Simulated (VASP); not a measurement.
Runs of VASP 6.6.1 on In. The structure is that of space group Pm-3m (No. 221), or close to it. The cells are those of the table. 

| cell | gap on the mesh (eV) | pressure (GPa) |
| --- | --- | --- |
| a = 2.960 Å, 1 atom | none | 5.7 |
| a = 2.331 Å, 1 atom | none | 238.4 |
| a = 2.576 Å, 1 atom | none | (a) |
| a = 3.089 Å, 1 atom | none | 0.0 |

Alike in all rows: task single point; level PBE; potentials or basis VASP PAW PBE potentials, release 64 (In_d); no spin polarisation; k mesh 12 × 12 × 12; cutoff (eV) 520; smearing fermi-dirac 0.05 eV.

**Question.** Estimate the missing entries.

**Answer.** (a) 71.0.

Caveats: spin-orbit coupling is left out, which moves the levels of the heavy elements.

A k mesh can miss the band edges, and the runs leave out spin-orbit coupling on In.

A gap of «none» marks levels without a gap at the run's occupations.
